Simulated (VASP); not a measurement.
Rh: single point with LDA

Rh:

```
Rh
1.0
     3.00408    0.00000    0.00000
    -1.50204    2.36510    0.00000
     0.00000    0.00000    4.42849
Rh
2
Direct
  0.66667 0.33333 0.75000
  0.33333 0.66667 0.25000
```

This cell differs from its parent crystal: strain +0.1000 x Voigt [1, 0, 0, 0, 0, 0].

```json
{
  "Program": "VASP 6.6.1",
  "Task": "single point",
  "Functional": "LDA",
  "Potentials or basis": "VASP PAW LDA potentials, release 64 (Rh_pv)",
  "Cutoff": "520 eV",
  "k mesh": "18 × 18 × 12",
  "Occupations": "methfessel-paxton, width 0.02 eV",
  "Spin": "no spin polarisation"
}
```

```json
{
  "Pressure": "-32.6 GPa",
  "Largest force": "0.132 eV/Å",
  "Band gap on the k mesh": "zero (bands 15 and 16 overlap by 1.90 eV)"
}
```

Forces on the atoms (eV/Å):
```
Rh   0.000  0.132  0.000
Rh   0.000 -0.132  0.000
```

Stress tensor (GPa, compression positive):
```
-38.65   0.00   0.00
  0.00 -28.12   0.00
  0.00   0.00 -31.04
```

Levels at points of the mesh, in eV from the Fermi level:
| k point | band 13 | band 14 | band 15 | band 16 | band 17 | band 18 |
| --- | --- | --- | --- | --- | --- | --- |
| (0.00, 0.00, 0.00) | -1.83 | -1.74 | -1.42 | -0.01 | 0.21 | 1.28 |
| (0.50, 0.00, 0.00) | -1.90 | 0.01 | 0.32 | 0.63 | 2.39 | 4.07 |
| (0.00, 0.50, 0.00) | -1.26 | 0.35 | 0.53 | 0.65 | 2.97 | 4.92 |
| (0.00, 0.00, 0.50) | -2.13 | -2.13 | -0.49 | -0.49 | -0.16 | -0.16 |
| (0.50, 0.00, 0.50) | -0.34 | -0.34 | 0.29 | 0.29 | 2.25 | 2.25 |
| (0.00, 0.50, 0.50) | -0.15 | -0.15 | 0.52 | 0.52 | 2.97 | 2.97 |

Wall time 9 min on 1 thread of Intel Xeon 8259CL, with other jobs on the host, peak memory 0.42 GiB.

Caveat: the cell differs from its parent crystal (strain +0.1000 x Voigt [1, 0, 0, 0, 0, 0]); the cell stands under tension.
